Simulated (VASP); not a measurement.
# Sb (P-1) in VASP: a series of runs

The runs below take Sb through single point, with LDA.

Program: VASP 6.6.1. These are calculated values, not measurements. Logs are shortened: lines on timing, memory, paths and dates and some standing lists are left out, and cuts for length are marked.

### Step 1. The cell of the first run

The typed cell holds 1 atom: a = 3.184 Å, b = 3.138 Å, c = 3.164 Å, α = 92.05°, β = 92.86°, γ = 90.31°.

### Step 2. Single point, LDA

INCAR reads:

```
SYSTEM = Sb
ALGO     = Normal         ! electronic algorithm
EDIFF    = 1E-6           ! SCF threshold, eV
ENCUT    = 500            ! plane-wave cutoff, eV
GGA_COMPAT= .FALSE.      
ISIF     = 2              ! what is computed and relaxed
ISMEAR   = 0              ! smearing method
LASPH    = .TRUE.         ! aspherical terms in the spheres
LCHARG   = .FALSE.        ! write CHGCAR
LREAL    = .FALSE.        ! projectors in reciprocal space
LWAVE    = .FALSE.        ! write WAVECAR
NBANDS   = 14             ! bands
NELM     = 120            ! most SCF steps
PREC     = Accurate       ! precision mode
SIGMA    = 0.005          ! smearing width, eV
```

KPOINTS reads:

```
k-points
0
G
  6 6 6
  0 0 0
```

POSCAR reads:

```
Sb
1.0
    3.1830660000     -0.0091570000     -0.0792670000
   -0.0091570000      3.1372080000     -0.0565340000
   -0.0792670000     -0.0565340000      3.1629200000
Sb
1
Direct
    0.0035030000      0.0030650000     -0.0217410000
```

Potentials or basis: VASP PAW LDA potentials, release 64 (Sb_d_GW).

Command:

```
$ cat potpaw_LDA.64/Sb_d_GW/POTCAR > POTCAR
$ mpirun -np 1 vasp_std > vasp.out
```

OUTCAR:

```text
SYSTEM = Sb
   EDIFF = 1E-6
   ENCUT = 500
   ISIF = 2
   ISMEAR = 0
   LASPH = .TRUE.
   LREAL = .FALSE.
   NELM = 120
   PREC = Accurate

 ion  position               nearest neighbor table
   1  0.004  0.003  0.978-

  LATTYP: Found a triclinic cell.
 ALAT       =     5.5134460608
 B/A-ratio  =     0.5775092313
 C/A-ratio  =     0.5691051786
 COS(alpha) =     0.0053442948
 COS(beta)  =     0.5516452248
 COS(gamma) =     0.6091752798

  Lattice vectors:

 A1 = (   3.2714900000,  -3.0898310000,  -3.1856530000)
 A2 = (   3.1830660000,  -0.0091570000,  -0.0792670000)
 A3 = (   0.0091570000,  -3.1372080000,   0.0565340000)

Analysis of symmetry for initial positions (statically):
=====================================================================
 Subroutine PRICEL returns:
 Original cell was already a primitive cell.

 Routine SETGRP: Setting up the symmetry group for a
 triclinic supercell.

 Subroutine GETGRP returns: Found  2 space group operations
 (whereof  1 operations were pure point group operations)
 out of a pool of  2 trial point group operations.

The static configuration has the point symmetry C_1 .
 The point group associated with its full space group is S_2 .

Analysis of symmetry for dynamics (positions and initial velocities):
=====================================================================
 Subroutine PRICEL returns:
 Original cell was already a primitive cell.

 Routine SETGRP: Setting up the symmetry group for a
 triclinic supercell.

 Subroutine GETGRP returns: Found  2 space group operations
 (whereof  1 operations were pure point group operations)
 out of a pool of  2 trial point group operations.

The dynamic configuration has the point symmetry C_1 .
 The point group associated with its full space group is S_2 .

 Subroutine INISYM returns: Found  2 space group operations
 (whereof  1 operations are pure point group operations),
 and found     1 'primitive' translations

----------------------------------------------------------------------------------------

                                     Primitive cell

  volume of cell :      31.5545

  direct lattice vectors                    reciprocal lattice vectors
     3.183066000 -0.009157000 -0.079267000     0.314362222  0.001059885  0.007897282
    -0.009157000  3.137208000 -0.056534000     0.001059885  0.318861042  0.005725881
    -0.079267000 -0.056534000  3.162920000     0.007897282  0.005725881  0.316463806

  length of vectors
     3.184065996  3.137730705  3.164418158     0.314463188  0.318914210  0.316614108

  position of ions in fractional coordinates (direct lattice)
     0.003503000  0.003065000  0.978259000

  ion indices of the primitive-cell ions
   primitive index   ion index
                 1           1

----------------------------------------------------------------------------------------

 KPOINTS: k-points

Automatic generation of k-mesh.
 Grid dimensions read from file:
 generate k-points for:    6    6    6

 Generating k-lattice:

  Cartesian coordinates                     Fractional coordinates (reciprocal lattice)
     0.052393704  0.000176648  0.001316214     0.166666667  0.000000000  0.000000000
     0.000176648  0.053143507  0.000954314     0.000000000  0.166666667  0.000000000
     0.001316214  0.000954314  0.052743968    -0.000000000 -0.000000000  0.166666667

  Length of vectors
     0.052410531  0.053152368  0.052769018

  Shift w.r.t. Gamma in fractional coordinates (k-lattice)
     0.000000000  0.000000000  0.000000000

 Subroutine IBZKPT returns following result:
 ===========================================

 Found    112 irreducible k-points:

 Following reciprocal coordinates:
            Coordinates               Weight
  0.000000  0.000000  0.000000      1.000000
  0.166667 -0.000000 -0.000000      2.000000
  0.333333 -0.000000 -0.000000      2.000000
  0.500000 -0.000000  0.000000      1.000000
  0.000000  0.166667 -0.000000      2.000000
  0.166667  0.166667 -0.000000      2.000000
[... 16 lines left out ...]
  0.333333 -0.000000  0.166667      2.000000
  0.500000 -0.000000  0.166667      2.000000
 [... further k-points ...]
   k-points           NKPTS =    112   k-points in BZ     NKDIM =    112   number of bands    NBANDS=     14
   number of dos      NEDOS =    301   number of ions     NIONS =      1
   total plane-waves  NPLWV =  13824
   dimension x,y,z NGX =    24 NGY =   24 NGZ =   24
   dimension x,y,z NGXF=    48 NGYF=   48 NGZF=   48
   ions per type =               1
   NGX,Y,Z   is equivalent  to a cutoff of  12.53, 12.72, 12.61 a.u.
   NGXF,Y,Z  is equivalent  to a cutoff of  25.06, 25.43, 25.22 a.u.
 SYSTEM =  Sb
   PREC   = accura    normal or accurate (medium, high low for compatibility)
   ISTART =      0    job   : 0-new  1-cont  2-samecut
   ICHARG =      2    charge: 1-file 2-atom 10-const
   ISPIN  =      1    spin polarized calculation?
   LNONCOLLINEAR =      F non collinear calculations
   LSORBIT =      F    spin-orbit coupling
   LASPH  =      T    aspherical Exc in radial PAW
   ENCUT  =  500.0 eV  36.75 Ry    6.06 a.u.   5.81  5.72  5.77*2*pi/ulx,y,z
   NELM   =    120;   NELMIN=  2; NELMDL= -5     # of ELM steps
   EDIFF  = 0.1E-05   stopping-criterion for ELM
   LREAL  =      F    real-space projection
   EDIFFG = 0.1E-04   stopping-criterion for IOM
   NSW    =      0    number of steps for IOM
   IBRION =     -1    ionic relax: 0-MD 1-quasi-New 2-CG
   NFREE  =      0    steps in history (QN), initial steepest desc. (CG)
   ISIF   =      2    stress and relaxation
   ISYM   =      2    0-nonsym 1-usesym 2-fastsym
   POTIM  = 0.5000    time-step for ionic-motion
   TEBEG  =    0.0;   TEEND  =   0.0 temperature during run
   PSTRESS=    0.0 pullay stress
   NELECT =      15.0000    total number of electrons
   NUPDOWN=      -1.0000    fix difference up-down
   EMIN   =  10.00;   EMAX   =-10.00  energy-range for DOS
   EFERMI =   0.00;   METHOD = LEGACY
   ISMEAR =     0;   SIGMA  =   0.01  broadening in eV -4-tet -1-fermi 0-gaus
   EFERMI_NEDOS =   21; number of points for ismear=-14 and -15
   IALGO  =     38    algorithm
   IMIX   =      4    mixing-type and parameters
     AMIX     =   0.40;   BMIX     =  1.00
     AMIX_MAG =   1.60;   BMIX_MAG =  1.00
  volume/ion in A,a.u.               =      31.55       212.94
  Fermi-wavevector in a.u.,A,eV,Ry     =   1.277668  2.414443 22.210648  1.632437
  Thomas-Fermi vector in A             =   2.410255
   LORBIT       =      0    0 simple, 1 ext, 2 COOP (PROOUT), +10 PAW based schemes
   GGA     = CA    functional components
   LHFCALC =     F    Hartree Fock is set to
   AEXX    =    0.0000 exact exchange contribution
   IVDW    =     0    specifies the selected vdW correction
   LEPSILON=     F    determine dielectric tensor
   LRPA    =     F    only Hartree local field effects (RPA)
 non-spin polarized calculation
 Gauss-broadening in eV      SIGMA  =   0.01
  energy-cutoff  :      500.00
  volume of cell :       31.55
 maximum number of plane-waves:       812
   NGX = 11   NGY = 11   NGZ = 11

 number of electron      14.9999988 magnetization

 Free energy of the ion-electron system (eV)
  ---------------------------------------------------
  ext. energy  EPLUGINS =         0.00000000
  ---------------------------------------------------
  free energy    TOTEN  =        -4.75752006 eV

  energy without entropy =       -4.75751993  energy(sigma->0) =       -4.75751999

 E-fermi :   4.5986     XC(G=0):  -9.9812

 val. band max:        4.5863445052   @ k =   0.0000   0.1667  -0.0000
 cond. band min:       4.6108712500   @ k =  -0.3333   0.5000   0.3333
 fundamental gap:      0.0245267448
 Fermi energy:         4.5986078794

 k-point     1 :       0.0000    0.0000    0.0000
  band No.  band energies     occupation
      1     -24.5887      2.00000
      2     -24.5790      2.00000
      3     -24.4402      2.00000
      4     -24.4380      2.00000
      5     -24.4327      2.00000
      6      -7.5811      2.00000
      7       7.2568      0.00000
      8       7.5175      0.00000
      9       7.7222      0.00000
     10      11.4799      0.00000
     11      11.6400      0.00000
     12      12.3000      0.00000
     13      22.0166      0.00000
     14      22.6384      0.00000

 k-point     2 :       0.1667   -0.0000   -0.0000
  band No.  band energies     occupation
      1     -24.5874      2.00000
      2     -24.5488      2.00000
      3     -24.4486      2.00000
      4     -24.4439      2.00000
      5     -24.4347      2.00000
      6      -7.2170      2.00000
      7       4.3493      2.00000
      8       7.7914      0.00000
      9       8.0634      0.00000
     10      11.9617      0.00000
     11      12.4866      0.00000
     12      15.2748      0.00000
     13      19.5526      0.00000
     14      20.6291      0.00000

 k-point     3 :       0.3333   -0.0000   -0.0000
  band No.  band energies     occupation
      1     -24.5850      2.00000
      2     -24.4882      2.00000
      3     -24.4650      2.00000
      4     -24.4603      2.00000
      5     -24.4338      2.00000
      6      -6.2333      2.00000
      7       0.8957      2.00000
      8       8.5917      0.00000
      9       8.9019      0.00000
     10      12.8878      0.00000
     11      13.5249      0.00000
     12      16.7663      0.00000
     13      17.6278      0.00000
     14      17.8799      0.00000
[... 324 lines left out ...]
 k-point    23 :       0.3333   -0.0000    0.1667
  band No.  band energies     occupation
      1     -24.5634      2.00000
      2     -24.4770      2.00000
      3     -24.4739      2.00000
      4     -24.4598      2.00000
      5     -24.4424      2.00000
      6      -5.8146      2.00000
      7       1.1422      2.00000
      8       5.4670      0.00000
      9       9.2586      0.00000
     10      13.2240      0.00000
     11      14.0319      0.00000
     12      17.3064      0.00000
     13      17.9904      0.00000
     14      18.2588      0.00000

 k-point    24 :       0.5000   -0.0000    0.1667
  band No.  band energies     occupation
      1     -24.5617      2.00000
      2     -24.4850      2.00000
      3     -24.4680      2.00000
      4     -24.4468      2.00000
      5     -24.4400      2.00000
      6      -5.0734      2.00000
      7      -0.3974      2.00000
      8       6.3220      0.00000
      9       9.7819      0.00000
     10      11.5512      0.00000
     11      14.9763      0.00000
     12      15.8888      0.00000
     13      16.8588      0.00000
     14      18.1459      0.00000

 [... further k-points ...]

------------------------ aborting loop because EDIFF is reached ----------------------------------------

  FORCE on cell =-STRESS in cart. coord.  units (eV):
  Direction    XX          YY          ZZ          XY          YZ          ZX
  --------------------------------------------------------------------------------------
  -------------------------------------------------------------------------------------
  Total       -1.0619346     -0.8375930     -1.0676246      0.0209578      0.1481580      0.1338677
  in kB      -53.9196553    -42.5287269    -54.2085637      1.0641298      7.5227121      6.7971209
  external PRESSURE =     -50.2189820 kB  Pullay stress =       0.0000000 kB

 VOLUME and BASIS-vectors are now :
 -----------------------------------------------------------------------------
  energy-cutoff  :      500.00
  volume of cell :       31.55
      direct lattice vectors                 reciprocal lattice vectors
     3.183066000 -0.009157000 -0.079267000     0.314362222  0.001059885  0.007897282
    -0.009157000  3.137208000 -0.056534000     0.001059885  0.318861042  0.005725881
    -0.079267000 -0.056534000  3.162920000     0.007897282  0.005725881  0.316463806

 POSITION                                       TOTAL-FORCE (eV/Angst)
 -----------------------------------------------------------------------------------
     -0.06642     -0.04572      3.09370         0.000000     -0.000000      0.000000
 -----------------------------------------------------------------------------------
    total drift:                               -0.000119     -0.000005      0.000017

  FREE ENERGIE OF THE ION-ELECTRON SYSTEM (eV)
  ---------------------------------------------------
  free  energy   TOTEN  =        -4.7575200586 eV

  energy  without entropy=       -4.7575199311  energy(sigma->0) =       -4.75751999
```

Wall time 13 s (1 thread of AMD EPYC 9R45 (Zen 5), shared host); peak memory 0.14 GiB.

What came out:

| Property | Result |
| --- | --- |
| Free energy | -4.7575 eV |
| Pressure | -5.0 GPa |
| Band gap on the k mesh | zero (an odd number of electrons rules out a gap without spin polarisation) |

Stress tensor (GPa, compression positive):
```
-5.39  0.11  0.68
 0.11 -4.25  0.75
 0.68  0.75 -5.42
```

Caveat: the cell stands under tension; spin-orbit coupling is left out, which moves the levels of the heavy elements.

### Step 3. Single point, LDA

INCAR reads:

```
SYSTEM = Sb
ALGO     = Normal         ! electronic algorithm
EDIFF    = 1E-6           ! SCF threshold, eV
ENCUT    = 500            ! plane-wave cutoff, eV
GGA      = CA             ! functional
GGA_COMPAT= .False.      
ISIF     = 2              ! what is computed and relaxed
ISMEAR   = 0              ! smearing method
LASPH    = .True.         ! aspherical terms in the spheres
LCHARG   = .False.        ! write CHGCAR
LREAL    = .False.        ! projectors in reciprocal space
LWAVE    = .False.        ! write WAVECAR
NBANDS   = 14             ! bands
NELM     = 120            ! most SCF steps
PREC     = Accurate       ! precision mode
SIGMA    = 0.01           ! smearing width, eV
```

KPOINTS reads:

```
k-points
0
Gamma
  6 6 6
  0 0 0
```

POSCAR is that of step 2.

Potentials or basis: VASP PAW LDA potentials, release 64 (Sb_d_GW).

Command:

```
$ cat potpaw_LDA.64/Sb_d_GW/POTCAR > POTCAR
$ mpirun -np 1 vasp_std > vasp.out
```

It took 26 s on 1 thread of Intel Xeon Platinum 8259CL at 2.50GHz (Skylake/Cascade Lake), shared host; peak memory 0.17 GiB.

It converged, with:

```
Free energy            : -4.7575 eV
Pressure               : -5.0 GPa
Band gap on the k mesh : zero (an odd number of electrons rules out a gap without spin polarisation)
```

Stress tensor (GPa, compression positive):
```
-5.36  0.10  0.68
 0.10 -4.28  0.75
 0.68  0.75 -5.39
```

Levels at points of the mesh, in eV from the Fermi level:
```csv
k point,band 3,band 4,band 5,band 6,band 7,band 8,band 9,band 10,band 11,band 12
"(0.00, 0.00, 0.00)",-29.04,-29.04,-29.03,-12.18,2.66,2.92,3.12,6.88,7.04,7.70
"(0.50, 0.00, 0.00)",-29.07,-29.06,-29.03,-10.04,-5.36,4.52,4.86,9.13,10.34,10.84
"(0.00, 0.50, 0.00)",-29.07,-29.05,-29.03,-9.88,-5.39,4.52,4.78,9.19,10.11,10.86
"(0.50, 0.50, 0.00)",-29.07,-29.07,-28.97,-7.65,-3.56,-3.36,2.23,6.36,12.60,12.68
"(0.00, 0.00, 0.50)",-29.07,-29.05,-29.03,-9.97,-5.37,4.43,4.85,9.06,10.27,10.68
"(0.50, 0.00, 0.50)",-29.07,-29.06,-28.98,-7.77,-3.74,-3.20,2.23,6.57,12.68,13.01
"(0.00, 0.50, 0.50)",-29.07,-29.07,-28.97,-7.58,-3.64,-3.24,2.25,6.28,12.48,12.66
"(0.50, 0.50, 0.50)",-29.11,-28.98,-28.97,-5.18,-2.00,-1.74,-1.32,4.47,4.81,5.27
```

Caveat: the cell stands under tension; spin-orbit coupling is left out, which moves the levels of the heavy elements.

The gap in the log of VASP goes by the Fermi energy; the results here count the filled bands.